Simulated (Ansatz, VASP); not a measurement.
**One calculation of WS2, two programs**

File INCAR:

```
SYSTEM = WS2
  ALGO = Normal
  EDIFF = 1E-7
  ENCUT = 520
  GGA = PS
  ISIF = 2
  ISMEAR = 0
  LASPH = .True.
  LCHARG = .False.
  LREAL = .False.
  LWAVE = .False.
  NBANDS = 20
  NELM = 60
  PREC = Accurate
  SIGMA = 0.05
```

KPOINTS

```
k-points
0
Gamma
  12 12 2
  0 0 0
```

File POSCAR:

```
WS2
1.0
    3.1457762248      0.0000000000      0.0000000000
   -1.5728881124      2.7243221253      0.0000000000
    0.0000000000      0.0000000000     17.3772566117
W S
1 2
Direct
    0.3333333333      0.6666666667      0.0000000000
    0.6666666667      0.3333333333      0.9075761491
    0.6666666667      0.3333333333      0.0924238509
```

Input for Ansatz:

```yaml
crystal:
  lattice:
    - [3.1457762248, 0.0, 0.0]
    - [-1.5728881124, 2.7243221253, 0.0]
    - [0.0, 0.0, 17.3772566117]
  atoms:
    - { symbol: W, position: [0.3333333333, 0.6666666667, 0.0] }
    - { symbol: S, position: [0.6666666667, 0.3333333333, 0.9075761491] }
    - { symbol: S, position: [0.6666666667, 0.3333333333, 0.0924238509] }
basis:
  ecutwfc: 420
kpoints:
  mp_grid: { grid: [12, 12, 2] }
hamiltonian:
  xc: pbesol
scf:
  occupations: { method: gaussian, width: 0.05 }
output:
  forces: true
  stress: true
  eigenvalues: true
```

Change from the starting cell: strain +0.000 along x and y, +0.025 along z, atoms carried along.

Alike in both runs: task single point; functional PBEsol; k mesh 12 × 12 × 2; occupations gaussian, width 0.05 eV; no spin polarisation.

|  | VASP | Ansatz |
| --- | --- | --- |
| version | VASP 6.6.1 | Ansatz 0.2.0 |
| potentials or method | VASP PAW PBE potentials, release 64 (W_sv, S), cutoff 520 eV | scalar-relativistic, plane waves, PAW |
| valence electrons in the cell | 26 | 26 |

Ansatz gave:

| Property | Result |
| --- | --- |
| gap on the k mesh at the Fermi level (eV) | 1.86 |
| least direct gap on the mesh (eV) | 2.04 |
| rms of the force components (eV/Å) | 0.359 |

Task: Estimate VASP's values.

Result: gap on the k mesh at the Fermi level (eV): 1.86; least direct gap on the mesh (eV): 2.04; rms of the force components (eV/Å): 0.349.

VASP's potentials were made for PBE, not for PBEsol. Atom by atom the forces differ by 0.010 eV/Å (rms over components).

Spin-orbit coupling is off throughout.
